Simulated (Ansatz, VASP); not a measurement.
**In3Se in VASP and in Ansatz**

```
CELL_PARAMETERS angstrom
4.70090 0.00000 0.00000
0.00000 4.70090 0.00000
0.00000 0.00000 4.70090
ATOMIC_POSITIONS crystal
In 0.00000 0.50000 0.50000
In 0.50000 0.00000 0.50000
In 0.50000 0.50000 0.00000
Se 0.00000 0.00000 0.00000
```

Alike in both runs: functional PBE; dispersion D3(BJ); k mesh 10 × 10 × 10; occupations gaussian, width 0.1 eV; no spin polarisation.

Ansatz relaxed the structure, and its values are those at the end. VASP's run is a single point on that final structure, the one shown.

```csv
,VASP,Ansatz
version,VASP 6.6.1,Ansatz 0.2.0
potentials or method,"VASP PAW PBE potentials, release 64 (In_d, Se), cutoff 520 eV","scalar-relativistic, plane waves, PAW"
valence electrons in the cell,45,55
```

```csv
,VASP,Ansatz,Ansatz less VASP
gap on the k mesh at the Fermi level (eV),none,none,-
pressure (GPa),0.0,0.0,+0.02
```

A gap of «none» marks a metal or a gap that the smearing closes. VASP's potentials hold 45 valence electrons a cell and Ansatz's 55, so a difference there can come from the potentials and not from the codes.
